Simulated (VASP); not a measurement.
A run of VASP 6.6.1:

File INCAR:

```
  PREC = Accurate
  ENCUT = 520
  EDIFF = 1E-7
  ISMEAR = 0
  SIGMA = 0.1
  LREAL = F
  LASPH = T
  NELM = 100
  ALGO = Normal
  ISIF = 2
  LWAVE = F
  LCHARG = T
  GGA = PE
  LELF = T
  LVHAR = T
  NBANDS = 30
```

Contents of KPOINTS:

```
Automatic mesh
0
Gamma
  6 6 6
```

POSCAR

```
B5W2
1.0
    1.5054994607      0.8692005189      6.9766700000
   -1.5054994607      0.8692005189      6.9766700000
    0.0000000000     -1.7384010378      6.9766700000
B W
5 2
Direct
    0.1860000000      0.1860000000      0.1860000000
    0.8140000000      0.8140000000      0.8140000000
    0.3330000000      0.3330000000      0.3330000000
    0.6670000000      0.6670000000      0.6670000000
    0.5000000000      0.5000000000      0.5000000000
    0.0750000000      0.0750000000      0.0750000000
    0.9250000000      0.9250000000      0.9250000000
```

Potentials or basis: VASP PAW PBE potentials, release 64 (B, W_sv).

Launch:

```console
$ cat potpaw_PBE.64/B/POTCAR potpaw_PBE.64/W_sv/POTCAR > POTCAR
$ mpirun -np 1 vasp_std > vasp.out
```

Hardware: 1 thread of Intel(R) Xeon(R) Platinum 8488C (Sapphire Rapids) (shared host).

Q: How long does it take, and how much memory?

A: It took 2.6 min on 1 thread of Intel(R) Xeon(R) Platinum 8488C (Sapphire Rapids), with other jobs on the host, peak memory 0.39 GiB. Counts: scf iterations 14, k points 32.
